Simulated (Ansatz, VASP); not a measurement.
## One calculation of SnTe, two programs

The input INCAR:

```
PREC = Accurate
ENCUT = 520
EDIFF = 1E-7
ISMEAR = 0
SIGMA = 0.03
LREAL = F
LASPH = T
NELM = 60
ALGO = Normal
ISIF = 2
LWAVE = F
LCHARG = F
GGA = CA
NBANDS = 17
```

The input KPOINTS:

```
Automatic mesh
0
Gamma
  10 10 10
```

POSCAR

```
SnTe
1.0
    0.3960506967      3.3664309219      3.3664309219
    3.3664309219      0.3960506967      3.3664309219
    3.3664309219      3.3664309219      0.3960506967
Sn Te
1 1
Direct
    0.0000000000      0.0000000000      0.0000000000
    0.5000000000      0.5000000000      0.5000000000
```

Input for Ansatz:

```yaml
crystal:
  lattice:
    - [0.3960506967, 3.3664309219, 3.3664309219]
    - [3.3664309219, 0.3960506967, 3.3664309219]
    - [3.3664309219, 3.3664309219, 0.3960506967]
  atoms:
    - { symbol: Sn, position: [0.0, 0.0, 0.0] }
    - { symbol: Te, position: [0.5, 0.5, 0.5] }
basis:
  ecutwfc: 420
kpoints:
  mp_grid: { grid: [10, 10, 10] }
hamiltonian:
  xc: lda
scf:
  occupations: { method: gaussian, width: 0.03 }
output:
  forces: true
  stress: true
  eigenvalues: true
```

Alike in both runs: task single point; functional LDA; k mesh 10 × 10 × 10; occupations gaussian, width 0.03 eV; no spin polarisation.

```csv
,VASP,Ansatz
version,VASP 6.6.1,Ansatz 0.2.0
potentials or method,"VASP PAW LDA potentials, release 64 (Sn_d, Te), cutoff 520 eV","scalar-relativistic, plane waves, PAW"
valence electrons in the cell,20,30
```

Ansatz gave:

| Quantity | Value |
| --- | --- |
| gap on the k mesh at the Fermi level (eV) | none |
| pressure (GPa) | -2.5 |
| traceless stress, the component that is largest in VASP (GPa) | -1.95 |

Question: Estimate VASP's values.

Answer: gap on the k mesh at the Fermi level (eV): none; pressure (GPa): -2.5; traceless stress, the component that is largest in VASP (GPa): -1.93.

LDA's correlation is that of Perdew and Zunger in VASP and of Perdew and Wang (1992) in Ansatz. A gap of «none» marks a metal or a gap that the smearing closes. VASP's potentials hold 20 valence electrons a cell and Ansatz's 30, so a difference there can come from the potentials and not from the codes.

Neither program's run includes spin-orbit coupling.
